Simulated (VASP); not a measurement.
# GePt (Pnma) in VASP: notebook, part 2 of 2

VASP 6.6.1.

### 4 Single point, PBEsol (strain +0.1125 x Voigt [1, -1, 0, 0, 0, 0])

The input, INCAR:

```
SYSTEM = GePt
  ALGO = Fast
  EDIFF = 1E-6
  ENCUT = 520
  GGA = PS
  ISIF = 2
  ISMEAR = 0
  LASPH = .TRUE.
  LCHARG = .FALSE.
  LREAL = .FALSE.
  LWAVE = .FALSE.
  NBANDS = 58
  NELM = 100
  PREC = Accurate
  SIGMA = 0.15
```

The input, KPOINTS:

```
k-points
0
G
  8 10 8
  0 0 0
```

The input, POSCAR:

```
GePt
1.0
    6.3864179597      0.0000000000      0.0000000000
    0.0000000000      3.2840481830      0.0000000000
    0.0000000000      0.0000000000      6.0924387782
Ge Pt
4 4
Direct
    0.8151594244      0.7500000000      0.5880228802
    0.1848405756      0.2500000000      0.4119771198
    0.6848405756      0.2500000000      0.0880228802
    0.3151594244      0.7500000000      0.9119771198
    0.9992434681      0.7500000000      0.1911593673
    0.0007565319      0.2500000000      0.8088406327
    0.5007565319      0.2500000000      0.6911593673
    0.4992434681      0.7500000000      0.3088406327
```

Potentials or basis: VASP PAW PBE potentials, release 64 (Ge_d, Pt).

On the command line:

```
$ cat potpaw_PBE.64/Ge_d/POTCAR potpaw_PBE.64/Pt/POTCAR > POTCAR
$ mpirun -np 1 vasp_std > vasp.out
```

OUTCAR:

```text
SYSTEM = GePt
   EDIFF = 1E-6
   ENCUT = 520
   GGA = PS
   ISIF = 2
   ISMEAR = 0
   LASPH = .TRUE.
   LREAL = .FALSE.
   NELM = 100
   PREC = Accurate

 ion  position               nearest neighbor table
   1  0.815  0.750  0.588-   6 2.43   6 2.43   8 2.64   7 2.67   7 2.67   5 2.69
   2  0.185  0.250  0.412-   5 2.43   5 2.43   7 2.64   8 2.67   8 2.67   6 2.69
   3  0.685  0.250  0.088-   8 2.43   8 2.43   6 2.64   5 2.67   5 2.67   7 2.69
   4  0.315  0.750  0.912-   7 2.43   7 2.43   5 2.64   6 2.67   6 2.67   8 2.69
   5  0.999  0.750  0.191-   2 2.43   2 2.43   4 2.64   3 2.67   3 2.67   1 2.69   6 2.85   6 2.85
                             8 3.27   8 3.27
   6  0.001  0.250  0.809-   1 2.43   1 2.43   3 2.64   4 2.67   4 2.67   2 2.69   5 2.85   5 2.85
                             7 3.27   7 3.27
   7  0.501  0.250  0.691-   4 2.43   4 2.43   2 2.64   1 2.67   1 2.67   3 2.69   8 2.85   8 2.85
                             6 3.27   6 3.27
   8  0.499  0.750  0.309-   3 2.43   3 2.43   1 2.64   2 2.67   2 2.67   4 2.69   7 2.85   7 2.85
                             5 3.27   5 3.27

  LATTYP: Found a simple orthorhombic cell.
 ALAT       =     3.2840481830
 B/A-ratio  =     1.8551612031
 C/A-ratio  =     1.9446785199

  Lattice vectors:

 A1 = (   0.0000000000,   3.2840481830,   0.0000000000)
 A2 = (   0.0000000000,   0.0000000000,   6.0924387782)
 A3 = (   6.3864179597,   0.0000000000,   0.0000000000)

Analysis of symmetry for initial positions (statically):
=====================================================================
 Subroutine PRICEL returns:
 Original cell was already a primitive cell.

 Routine SETGRP: Setting up the symmetry group for a
 simple orthorhombic supercell.

 Subroutine GETGRP returns: Found  8 space group operations
 (whereof  2 operations were pure point group operations)
 out of a pool of  8 trial point group operations.

The static configuration has the point symmetry S_2 .
 The point group associated with its full space group is D_2h.

Analysis of symmetry for dynamics (positions and initial velocities):
=====================================================================
 Subroutine PRICEL returns:
 Original cell was already a primitive cell.
[... 146 lines left out ...]
   GGA     = PS    functional components
   LHFCALC =     F    Hartree Fock is set to
   AEXX    =    0.0000 exact exchange contribution
   IVDW    =     0    specifies the selected vdW correction
   LEPSILON=     F    determine dielectric tensor
   LRPA    =     F    only Hartree local field effects (RPA)
 non-spin polarized calculation
 RMM-DIIS sequential band-by-band and
 Gauss-broadening in eV      SIGMA  =   0.15
  energy-cutoff  :      520.00
  volume of cell :      127.78
 maximum number of plane-waves:      3484
 NGX is ok and might be reduce to    48
   NGX = 23   NGY = 13   NGZ = 23

 number of electron      96.0000015 magnetization

 Free energy of the ion-electron system (eV)
  ---------------------------------------------------
  ext. energy  EPLUGINS =         0.00000000
  ---------------------------------------------------
  free energy    TOTEN  =       -50.83486291 eV

  energy without entropy =      -50.80737387  energy(sigma->0) =      -50.82111839

 E-fermi :   9.6111     XC(G=0): -12.6896

 val. band max:        9.6076926355   @ k =   0.2500   0.4000   0.2500
 cond. band min:       9.6180338519   @ k =   0.3750   0.1000   0.0000
 fundamental gap:      0.0103412164
 Fermi energy:         9.6111195578

 k-point     1 :       0.0000    0.0000    0.0000
  band No.  band energies     occupation
      1     -15.3447      2.00000
      2     -15.3393      2.00000
      3     -15.3336      2.00000
      4     -15.3296      2.00000
      5     -15.3275      2.00000
      6     -15.3262      2.00000
[... 1453 lines left out ...]
     57      14.3936      0.00000
     58      15.1408      0.00000

 [... further k-points ...]
[... 5 lines left out ...]
  --------------------------------------------------------------------------------------
  -------------------------------------------------------------------------------------
  Total       -1.9677276      8.8252345      2.0134495      0.0000000      0.0000000      0.0000000
  in kB      -24.6727483    110.6569778     25.2460415      0.0000000      0.0000000      0.0000000
  external PRESSURE =      37.0767570 kB  Pullay stress =       0.0000000 kB

 VOLUME and BASIS-vectors are now :
 -----------------------------------------------------------------------------
  energy-cutoff  :      520.00
  volume of cell :      127.78
      direct lattice vectors                 reciprocal lattice vectors
     6.386417960  0.000000000  0.000000000     0.156582298  0.000000000  0.000000000
     0.000000000  3.284048183  0.000000000     0.000000000  0.304502231  0.000000000
     0.000000000  0.000000000  6.092438778     0.000000000  0.000000000  0.164137882

 POSITION                                       TOTAL-FORCE (eV/Angst)
 -----------------------------------------------------------------------------------
      5.20595      2.46304      3.58249        -0.444132      0.000000     -0.962006
      1.18047      0.82101      2.50995         0.444132     -0.000000      0.962006
      4.37368      0.82101      0.53627         0.444132      0.000000     -0.962006
      2.01274      2.46304      5.55616        -0.444132     -0.000000      0.962006
      6.38159      2.46304      1.16463        -0.287167      0.000000     -0.141943
      0.00483      0.82101      4.92781         0.287167      0.000000      0.141943
      3.19804      0.82101      4.21085         0.287167     -0.000000     -0.141943
      3.18838      2.46304      1.88159        -0.287167      0.000000      0.141943
 -----------------------------------------------------------------------------------
    total drift:                               -0.000000      0.000000      0.000000

  FREE ENERGIE OF THE ION-ELECTRON SYSTEM (eV)
  ---------------------------------------------------
  free  energy   TOTEN  =       -50.8348629125 eV

  energy  without entropy=      -50.8073738686  energy(sigma->0) =      -50.82111839
```

OSZICAR:

```text
N       E                     dE             d eps       ncg     rms          rms(c)
DAV:   1     0.123082677491E+04    0.12308E+04   -0.41256E+04 23654   0.425E+03
DAV:   2     0.188651241843E+03   -0.10422E+04   -0.99571E+03 17400   0.113E+03
DAV:   3    -0.334221182815E+02   -0.22207E+03   -0.20928E+03 18276   0.253E+02
DAV:   4    -0.523562819301E+02   -0.18934E+02   -0.18225E+02 20970   0.816E+01
DAV:   5    -0.529571906687E+02   -0.60091E+00   -0.59738E+00 19636   0.151E+01    0.229E+01
RMM:   6    -0.510983192099E+02    0.18589E+01   -0.70558E+00 23008   0.984E+00    0.105E+01
RMM:   7    -0.508739848686E+02    0.22433E+00   -0.61649E-01 23554   0.430E+00    0.496E+00
RMM:   8    -0.508330102131E+02    0.40975E-01   -0.21188E-01 24263   0.196E+00    0.659E-01
RMM:   9    -0.508347638145E+02   -0.17536E-02   -0.41206E-02 25002   0.110E+00    0.377E-01
RMM:  10    -0.508344957667E+02    0.26805E-03   -0.11597E-02 24371   0.662E-01    0.155E-01
RMM:  11    -0.508348059275E+02   -0.31016E-03   -0.42275E-03 27257   0.299E-01    0.579E-02
RMM:  12    -0.508348494062E+02   -0.43479E-04   -0.73223E-04 24581   0.116E-01    0.215E-02
RMM:  13    -0.508348593887E+02   -0.99824E-05   -0.17035E-04 25449   0.641E-02    0.130E-02
RMM:  14    -0.508348623541E+02   -0.29654E-05   -0.59771E-05 24421   0.396E-02    0.348E-03
RMM:  15    -0.508348631175E+02   -0.76345E-06   -0.16331E-05 23960   0.178E-02    0.268E-03
RMM:  16    -0.508348629125E+02    0.20504E-06   -0.30143E-06 14118   0.777E-03
   1 F= -.50834863E+02 E0= -.50821118E+02  d E =-.274890E-01
```

stdout:

```text
POSCAR found type information on POSCAR GePt
 POSCAR found :  2 types and       8 ions
 scaLAPACK will be used
 -----------------------------------------------------------------------------
|                                                                             |
|                                                                             |
[... 21 lines left out ...]
WARNING in EDDRMM: call to ZHEGV failed, returncode =   6  3     47
WARNING in EDDRMM: call to ZHEGV failed, returncode =   6  3     49
WARNING in EDDRMM: call to ZHEGV failed, returncode =   8  4     53
WARNING in EDDRMM: call to ZHEGV failed, returncode =   6  3     37
WARNING in EDDRMM: call to ZHEGV failed, returncode =   6  3     50
WARNING in EDDRMM: call to ZHEGV failed, returncode =   6  3     39
WARNING in EDDRMM: call to ZHEGV failed, returncode =   6  3     46
WARNING in EDDRMM: call to ZHEGV failed, returncode =   8  4     54
```

It took 40 min on 1 thread of Oxide Virtual Turin-like, shared host; peak memory 0.81 GiB.

Results:

- Free energy: -50.8349 eV
- Pressure: 3.7 GPa
- Largest force: 1.060 eV/Å
- Band gap on the k mesh: zero (bands 48 and 49 overlap by 1.11 eV)

Forces in eV/Å, atoms in the order of the input:
```
Ge  -0.444  0.000 -0.962
Ge   0.444  0.000  0.962
Ge   0.444  0.000 -0.962
Ge  -0.444  0.000  0.962
Pt  -0.287  0.000 -0.142
Pt   0.287  0.000  0.142
Pt   0.287  0.000 -0.142
Pt  -0.287  0.000  0.142
```

Levels at points of the mesh, in eV from the Fermi level:
```
           k point  band 45  band 46  band 47  band 48  band 49  band 50  band 51  band 52
(0.00, 0.00, 0.00)    -2.19    -2.13    -1.33    -0.61     0.56     0.99     2.22     4.00
(0.50, 0.00, 0.00)    -2.17    -2.17    -0.95    -0.95     2.01     2.01     2.92     2.92
(0.00, 0.50, 0.00)    -1.67    -1.67    -1.34    -1.34    -0.43    -0.43     1.89     1.89
(0.50, 0.50, 0.00)    -1.67    -1.67    -1.67    -1.67     1.23     1.23     1.23     1.23
(0.00, 0.00, 0.50)    -2.45    -2.45    -0.36    -0.36     1.82     1.82     2.97     2.97
(0.50, 0.00, 0.50)    -1.42    -1.42    -0.27    -0.27     1.21     1.21     2.76     2.76
(0.00, 0.50, 0.50)    -2.03    -2.03    -1.57    -1.57    -0.10    -0.10     1.16     1.16
(0.50, 0.50, 0.50)    -1.64    -1.64    -1.64    -1.64     2.29     2.29     2.29     2.29
```

Caveat: the cell differs from its parent crystal (strain +0.1125 x Voigt [1, -1, 0, 0, 0, 0]); the cell stands under pressure; the PAW data sets were made with another functional, which shifts forces and pressure a little; spin-orbit coupling is left out, which moves the levels of the heavy elements.

### 5 Overview

```csv
cell,gap on the mesh (eV),pressure (GPa),largest force (eV/Å)
"a = 5.310, b = 3.978, c = 6.092 Å, 8 atoms",none,3.8,0.93
"a = 6.602, b = 3.145, c = 6.092 Å, 8 atoms",none,6.6,1.42
"a = 6.386, b = 3.284, c = 6.092 Å, 8 atoms",none,3.7,1.06
```

Alike in all rows: task single point; level PBEsol; potentials or basis VASP PAW PBE potentials, release 64 (Ge_d, Pt); no spin polarisation; k mesh 8 × 10 × 8; cutoff (eV) 520; smearing gaussian 0.15 eV.

Caveats: the cell stands under pressure; the PAW data sets were made with another functional, which shifts forces and pressure a little; spin-orbit coupling is left out, which moves the levels of the heavy elements.

Total energies depend on the potentials used, so only differences within one code and one set of settings carry meaning.
